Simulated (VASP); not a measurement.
# SiC (F-43m) in VASP: a series of runs

The runs below take SiC through vibrations by perturbation theory, elastic constants, with PBEsol.

All numbers are computed with VASP 6.6.1; they aren't measurements. Logs are shortened: lines on timing, memory, paths and dates and some standing lists are left out, and cuts for length are marked.

## 1. The cell of the first run

Symmetry: F-43m, No. 216, cubic system. The conventional cell has a = 4.386 Å, b = 4.386 Å, c = 4.386 Å, α = 90.00°, β = 90.00°, γ = 90.00°. Si (site symmetry -43m) has 4 C at 1.90 Å within 2.5 Å. Within 2.5 Å of C (site symmetry -43m) lie 4 Si at 1.90 Å.

## 2. Vibrations by perturbation theory, PBEsol (phonons at volume x 1.02)

Contents of INCAR:

```
SYSTEM = SiC
PREC = Accurate
ENCUT = 520
EDIFF = 1E-8
ISMEAR = 0
SIGMA = 0.01
LREAL = .FALSE.
LASPH = .TRUE.
NELM = 100
ALGO = Normal
ISIF = 2
LWAVE = .FALSE.
LCHARG = .TRUE.
GGA = PS
NBANDS = 11
IBRION = 8
NSW = 1
LEPSILON = .TRUE.
```

Contents of KPOINTS:

```
regular mesh
0
G
  12 12 12
  0 0 0
```

Contents of POSCAR:

```
SiC
1.0
    0.0000000000      2.1928340023      2.1928340023
    2.1928340023      0.0000000000      2.1928340023
    2.1928340023      2.1928340023      0.0000000000
Si C
1 1
Direct
    0.0000000000      0.0000000000      0.0000000000
    0.7500000000      0.7500000000      0.7500000000
```

Potentials or basis: VASP PAW PBE potentials, release 64 (Si, C).

Command:

```console
> cat potpaw_PBE.64/Si/POTCAR potpaw_PBE.64/C/POTCAR > POTCAR
> mpirun -np 1 vasp_std > vasp.out
```

OUTCAR:

```text
SYSTEM = SiC
   PREC = Accurate
   ENCUT = 520
   EDIFF = 1E-8
   ISMEAR = 0
   LREAL = .FALSE.
   LASPH = .TRUE.
   NELM = 100
   ISIF = 2
   GGA = PS
   IBRION = 8
   NSW = 1
   LEPSILON = .TRUE.

 ion  position               nearest neighbor table
   1  0.000  0.000  0.000-   2 1.90   2 1.90   2 1.90   2 1.90
   2  0.750  0.750  0.750-   1 1.90   1 1.90   1 1.90   1 1.90

  LATTYP: Found a face centered cubic cell.
 ALAT       =     4.3856680046

  Lattice vectors:

 A1 = (   0.0000000000,   2.1928340023,   2.1928340023)
 A2 = (   2.1928340023,   0.0000000000,   2.1928340023)
 A3 = (   2.1928340023,   2.1928340023,   0.0000000000)

Analysis of symmetry for initial positions (statically):
=====================================================================
 Subroutine PRICEL returns:
 Original cell was already a primitive cell.

 Routine SETGRP: Setting up the symmetry group for a
 face centered cubic supercell.

 Subroutine GETGRP returns: Found 24 space group operations
 (whereof 24 operations were pure point group operations)
 out of a pool of 48 trial point group operations.

The static configuration has the point symmetry T_d .

Analysis of symmetry for dynamics (positions and initial velocities):
=====================================================================
 Subroutine PRICEL returns:
 Original cell was already a primitive cell.

 Routine SETGRP: Setting up the symmetry group for a
 face centered cubic supercell.

 Subroutine GETGRP returns: Found 24 space group operations
 (whereof 24 operations were pure point group operations)
 out of a pool of 48 trial point group operations.

The dynamic configuration has the point symmetry T_d .

 Subroutine INISYM returns: Found 24 space group operations
 (whereof 24 operations are pure point group operations),
 and found     1 'primitive' translations

----------------------------------------------------------------------------------------

                                     Primitive cell

  volume of cell :      21.0886

  direct lattice vectors                    reciprocal lattice vectors
     0.000000000  2.192834002  2.192834002    -0.228015435  0.228015435  0.228015435
     2.192834002  0.000000000  2.192834002     0.228015435 -0.228015435  0.228015435
     2.192834002  2.192834002  0.000000000     0.228015435  0.228015435 -0.228015435

  length of vectors
     3.101135586  3.101135586  3.101135586     0.394934319  0.394934319  0.394934319

  position of ions in fractional coordinates (direct lattice)
     0.000000000  0.000000000  0.000000000
     0.750000000  0.750000000  0.750000000

  ion indices of the primitive-cell ions
   primitive index   ion index
                 1           1
                 2           2

----------------------------------------------------------------------------------------

 KPOINTS: regular mesh

Automatic generation of k-mesh.
 Grid dimensions read from file:
 generate k-points for:   12   12   12

 Generating k-lattice:

  Cartesian coordinates                     Fractional coordinates (reciprocal lattice)
[... 485 lines left out ...]
  ---------------------------------------------------
  ---------------------------------------------------
  free energy    TOTEN  =        -0.38122586 eV

  energy without entropy =       -0.38122586

------------------------ aborting loop because EDIFF is reached ----------------------------------------

--------------------------------------- Ionic step        2  -------------------------------------------

------------------------ aborting loop because EDIFF is reached ----------------------------------------

--------------------------------------- Ionic step        3  -------------------------------------------

------------------------ aborting loop because EDIFF is reached ----------------------------------------

 PIEZOELECTRIC TENSOR FIELD DIRECTION 3  (e Angst)
 -----------------------------------------------------------------------------
    -0.00070  1.29445  0.00000           ( -0.00000  0.05318  0.00000)
     1.29445 -0.00070  0.00000           (  0.05318 -0.00000  0.00000)
     0.00000  0.00000  0.00087           (  0.00000  0.00000 -0.00000)

 PIEZOELECTRIC TENSOR FIELD DIRECTION 3  (C/m^2)
 -----------------------------------------------------------------------------
    -0.00053  0.98344  0.00000
     0.98344 -0.00053  0.00000
     0.00000  0.00000  0.00066

--------------------------------------- Ionic step        4  -------------------------------------------

------------------------ aborting loop because EDIFF is reached ----------------------------------------

[... ionic steps 5 to 6 ...]

--------------------------------------- Ionic step        7  -------------------------------------------

 Free energy of the ion-electron system (eV)
  ---------------------------------------------------
  ---------------------------------------------------
  free energy    TOTEN  =        -0.12374500 eV

  energy without entropy =       -0.12374500

------------------------ aborting loop because EDIFF is reached ----------------------------------------

 INTERNAL STRAIN TENSOR  FOR ION    2  DIRECTION 1   (eV/Angst):
 -----------------------------------------------------------------------------
    -0.00257  0.00000  0.00000
     0.00000  0.00082  7.50971
     0.00000  7.50971  0.00082

 MACROSCOPIC STATIC DIELECTRIC TENSOR (including local field effects in DFT)
 ------------------------------------------------------
           7.130825    -0.000000    -0.000000
           0.000000     7.130825    -0.000000
          -0.000000     0.000000     7.130825
 ------------------------------------------------------

 PIEZOELECTRIC TENSOR (including local field effects)  for field in x, y, z        (e  Angst)
          XX          YY          ZZ          XY          YZ          ZX
  --------------------------------------------------------------------------------
  x     0.00000     0.00000     0.00000     0.00000     1.29263     0.00000
  y    -0.00000     0.00000    -0.00000     0.00000     0.00000     1.29263
  z     0.00000    -0.00000    -0.00000     1.29263     0.00000     0.00000

 PIEZOELECTRIC TENSOR (including local field effects)  for field in x, y, z        (C/m^2)
          XX          YY          ZZ          XY          YZ          ZX
  --------------------------------------------------------------------------------
  x     0.00000     0.00000     0.00000     0.00000     0.98206     0.00000
  y    -0.00000     0.00000    -0.00000     0.00000     0.00000     0.98206
  z     0.00000    -0.00000    -0.00000     0.98206     0.00000     0.00000

 BORN EFFECTIVE CHARGES (including local field effects) (in |e|, cummulative output)
 ---------------------------------------------------------------------------------
 ion    1
    1     2.68906     0.00000     0.00000
    2     0.00000     2.68906     0.00000
    3    -0.00000    -0.00000     2.68906
 ion    2
    1    -2.68906     0.00000     0.00000
    2     0.00000    -2.68906     0.00000
    3     0.00000     0.00000    -2.68906

 INTERNAL STRAIN TENSOR FOR ION    2 for displacements in x,y,z  (eV/Angst):
          X           Y           Z          XY          YZ          ZX
  --------------------------------------------------------------------------------
  x     0.00000    -0.00000    -0.00000     0.00000     7.50971     0.00000
  y     0.00000    -0.00000     0.00000     0.00000     0.00000     7.50971
  z    -0.00000     0.00000     0.00000     7.50971     0.00000     0.00000

 SECOND DERIVATIVES (NOT SYMMETRIZED)
 ------------------------------------
               1X          1Y          1Z          2X          2Y          2Z
  1X   -18.364831    0.000000    0.000000   18.364831    0.000000    0.000000
  1Y     0.000000  -18.364831    0.000000    0.000000   18.364831    0.000000
  1Z     0.000000    0.000000  -18.364831    0.000000    0.000000   18.364831
  2X    18.368069    0.000000    0.000000  -18.368069    0.000000    0.000000
  2Y     0.000000   18.368069    0.000000    0.000000  -18.368069    0.000000
  2Z     0.000000    0.000000   18.368069    0.000000    0.000000  -18.368069

 Eigenvectors and eigenvalues of the dynamical matrix
 ----------------------------------------------------

   1 f  =   23.099083 THz   145.135818 2PiTHz  770.502467 cm-1    95.530088 meV
             X         Y         Z           dx          dy          dz
      0.000000  0.000000  0.000000     0.000000    0.547283    0.000000
      3.289251  3.289251  3.289251     0.000000   -0.836947    0.000000
[... 21 lines left out ...]
   6 f/i=    0.000933 THz     0.005860 2PiTHz    0.031111 cm-1     0.003857 meV
             X         Y         Z           dx          dy          dz
      0.000000  0.000000  0.000000     0.000000    0.000000    0.836947
      3.289251  3.289251  3.289251     0.000000    0.000000    0.547283

--------------------------------------------------------------------------------------------------------

 MACROSCOPIC STATIC DIELECTRIC TENSOR IONIC CONTRIBUTION
 ------------------------------------------------------
           3.378260     0.000000    -0.000000
           0.000000     3.378260    -0.000000
          -0.000000    -0.000000     3.378260
 ------------------------------------------------------

 ELASTIC MODULI CONTR FROM IONIC RELAXATION (kBar)
 Direction    XX          YY          ZZ          XY          YZ          ZX
 --------------------------------------------------------------------------------
 XX          -0.0000     -0.0000     -0.0000      0.0000      0.0000     -0.0000
 YY          -0.0000     -0.0000      0.0000     -0.0000      0.0000      0.0000
 ZZ          -0.0000      0.0000     -0.0000      0.0000      0.0000     -0.0000
 XY           0.0000     -0.0000      0.0000   -213.1619      0.0000      0.0000
 YZ           0.0000      0.0000      0.0000      0.0000   -213.1619      0.0000
 ZX          -0.0000      0.0000     -0.0000      0.0000      0.0000   -213.1619
 --------------------------------------------------------------------------------

 PIEZOELECTRIC TENSOR IONIC CONTR  for field in x, y, z        (C/m^2)
          XX          YY          ZZ          XY          YZ          ZX
  --------------------------------------------------------------------------------
  x     0.00000     0.00000     0.00000     0.00000    -0.79850     0.00000
  y    -0.00000     0.00000    -0.00000     0.00000     0.00000    -0.79850
  z     0.00000    -0.00000     0.00000    -0.79850     0.00000     0.00000
```

It took 4.7 min on 1 thread of Intel Xeon 6975P-C, shared host; peak memory 0.27 GiB.

What came out:

* Electronic dielectric tensor (diagonal): 7.13
* Born charges (mean of the diagonal): Si +2.69; C -2.69 e
* Highest phonon frequency at Γ, LO-TO splitting left out: 771 cm⁻¹

Phonon frequencies in cm⁻¹ (negative: imaginary):
```tsv
q point	frequencies
(0.000, 0.000, 0.000)	0 0 0 771 771 771
```

Electronic dielectric tensor:
```
7.13 0.00 0.00
0.00 7.13 0.00
0.00 0.00 7.13
```

Born effective charge tensors (e):
atom 1, Si
```
2.69 0.00 0.00
0.00 2.69 0.00
0.00 0.00 2.69
```
atom 2, C
```
-2.69  0.00  0.00
 0.00 -2.69  0.00
 0.00  0.00 -2.69
```

Caveat: the cell differs from its parent crystal (phonons at volume x 1.02); the cell wasn't relaxed at this level first, which shifts response properties; the PAW data sets were made with another functional, which shifts forces and pressure a little.

## 3. Elastic constants, PBEsol

This run uses another cell than the first one, of 9.50 Å³/atom, 0.901 times its volume.

Contents of INCAR:

```
  ALGO = Normal
  EDIFF = 1E-8
  ENCUT = 600
  GGA = PS
  IBRION = 6
  ISIF = 3
  ISMEAR = 0
  LASPH = T
  LCHARG = T
  LREAL = F
  LWAVE = F
  NELM = 80
  NFREE = 2
  NSW = 1
  POTIM = 0.015
  PREC = Accurate
  SIGMA = 0.01
```

Contents of KPOINTS:

```
k-points
0
Gamma
  12 12 12
```

Contents of POSCAR:

```
SiC
1.0
    0.0000000000      2.1179943384      2.1179943384
    2.1179943384      0.0000000000      2.1179943384
    2.1179943384      2.1179943384      0.0000000000
Si C
1 1
Direct
    0.0000000000      0.0000000000      0.0000000000
    0.7500000000      0.7500000000      0.7500000000
```

Potentials or basis: VASP PAW PBE potentials, release 64 (Si, C).

Command:

```console
> cat potpaw_PBE.64/Si/POTCAR potpaw_PBE.64/C/POTCAR > POTCAR
> mpirun -np 1 vasp_std > vasp.out
```

It took 6.8 min on 1 thread of Intel Xeon 6975P-C, shared host; peak memory 0.31 GiB.

The run converged. Its results:

- Elastic constants C11, C12, C44: 448, 197, 276 GPa
- Voigt bulk modulus: 280 GPa
- Highest phonon frequency at Γ, LO-TO splitting left out: 866 cm⁻¹

Phonon frequencies in cm⁻¹ (negative: imaginary):
```
              q point        frequencies
(0.000, 0.000, 0.000)  0 0 0 866 866 866
```

Elastic tensor in Voigt notation (GPa, in the Cartesian axes of the cell as first typed):
```
448 197 197   0   0   0
197 448 197   0   0   0
197 197 448   0   0   0
  0   0   0 276   0   0
  0   0   0   0 276   0
  0   0   0   0   0 276
```

Clamped-ion elastic tensor (GPa):
```
448 197 197   0   0   0
197 448 197   0   0   0
197 197 448   0   0   0
  0   0   0 343   0   0
  0   0   0   0 343   0
  0   0   0   0   0 343
```

Caveat: the cell is under stress, which shifts elastic constants; the PAW data sets were made with another functional, which shifts forces and pressure a little.
